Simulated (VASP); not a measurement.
A run of VASP 6.6.1 is set up as follows.

INCAR

```
PREC = Accurate
ENCUT = 520
EDIFF = 1E-6
ISMEAR = -1
SIGMA = 0.02
LREAL = False
LASPH = True
NELM = 100
ALGO = Normal
ISIF = 2
LWAVE = False
LCHARG = True
GGA = PE
LELF = True
LVHAR = True
NBANDS = 22
```

File KPOINTS:

```
regular mesh
0
Gamma
  14 12 10
```

Contents of POSCAR:

```
SiNi
1.0
    3.0266200000      0.0000000000      0.0000000000
    0.0000000000      3.2735000000      0.0000000000
    0.0000000000      0.0000000000      4.6977600000
Si Ni
2 2
Direct
    0.5000000000      0.5000000000      0.8423000000
    0.0000000000      0.0000000000      0.1577000000
    0.5000000000      0.5000000000      0.3442200000
    0.0000000000      0.0000000000      0.6557800000
```

Potentials or basis: VASP PAW PBE potentials, release 64 (Si, Ni).

Launch:

```bash
$ cat potpaw_PBE.64/Si/POTCAR potpaw_PBE.64/Ni/POTCAR > POTCAR
$ mpirun -np 1 vasp_std > vasp.out
```

(1) Predict the band gap on the k mesh.

(2) Predict the largest force.

Results:

(1) zero (bands 14 and 15 overlap by 2.39 eV).

(2) 0.117 eV/Å.
